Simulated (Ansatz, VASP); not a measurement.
One calculation of CdTe, two programs

The input INCAR:

```
SYSTEM = CdTe
ALGO     = Normal         ! electronic algorithm
EDIFF    = 1E-6           ! SCF threshold, eV
ENCUT    = 520            ! plane-wave cutoff, eV
GGA      = PE             ! functional
ISIF     = 2              ! what is computed and relaxed
ISMEAR   = 0              ! smearing method
LASPH    = .True.         ! aspherical terms in the spheres
LCHARG   = .False.        ! write CHGCAR
LREAL    = .False.        ! projectors in reciprocal space
LWAVE    = .False.        ! write WAVECAR
NBANDS   = 16             ! bands
NELM     = 100            ! most SCF steps
PREC     = Accurate       ! precision mode
SIGMA    = 0.05           ! smearing width, eV
```

File KPOINTS:

```
k-points
0
Gamma
  10 10 10
  0 0 0
```

POSCAR

```
CdTe
1.0
    0.0000000000      3.2094260826      3.3583169833
    3.2094260826      0.0000000000      3.3583169833
    3.2094260826      3.2094260826      0.0000000000
Cd Te
1 1
Direct
    0.0000000000      0.0000000000      0.0000000000
    0.7500000000      0.7500000000      0.7500000000
```

Input for Ansatz:

```yaml
crystal:
  lattice:
    - [0.0, 3.2094260826, 3.3583169833]
    - [3.2094260826, 0.0, 3.3583169833]
    - [3.2094260826, 3.2094260826, 0.0]
  atoms:
    - { symbol: Cd, position: [0.0, 0.0, 0.0] }
    - { symbol: Te, position: [0.75, 0.75, 0.75] }
basis:
  ecutwfc: 420
kpoints:
  mp_grid: { grid: [10, 10, 10] }
hamiltonian:
  xc: pbe
scf:
  occupations: { method: gaussian, width: 0.05 }
output:
  forces: true
  stress: true
  eigenvalues: true
```

Change from the starting cell: strain -0.030 along x and y, +0.015 along z, atoms carried along.

Alike in both runs: task single point; functional PBE; k mesh 10 × 10 × 10; occupations gaussian, width 0.05 eV; no spin polarisation.

|  | VASP | Ansatz |
| --- | --- | --- |
| version | VASP 6.6.1 | Ansatz 0.2.0 |
| potentials or method | VASP PAW PBE potentials, release 64 (Cd, Te), cutoff 520 eV | scalar-relativistic, plane waves, PAW |
| valence electrons in the cell | 18 | 36 |

VASP gave:

```
gap on the k mesh at the Fermi level (eV)                     : 0.66
least direct gap on the mesh (eV)                             : 0.66
pressure (GPa)                                                : 1.9
traceless stress, the component that is largest in VASP (GPa) : -0.50
```

**Question.** Estimate Ansatz's values.

**Answer.** gap on the k mesh at the Fermi level (eV): 0.66; least direct gap on the mesh (eV): 0.66; pressure (GPa): 1.8; traceless stress, the component that is largest in VASP (GPa): -0.50.

The functional is the same, so the differences come from potentials, cutoffs and numerics. VASP's potentials hold 18 valence electrons a cell and Ansatz's 36, so a difference there can come from the potentials and not from the codes.

Spin-orbit coupling is off throughout.
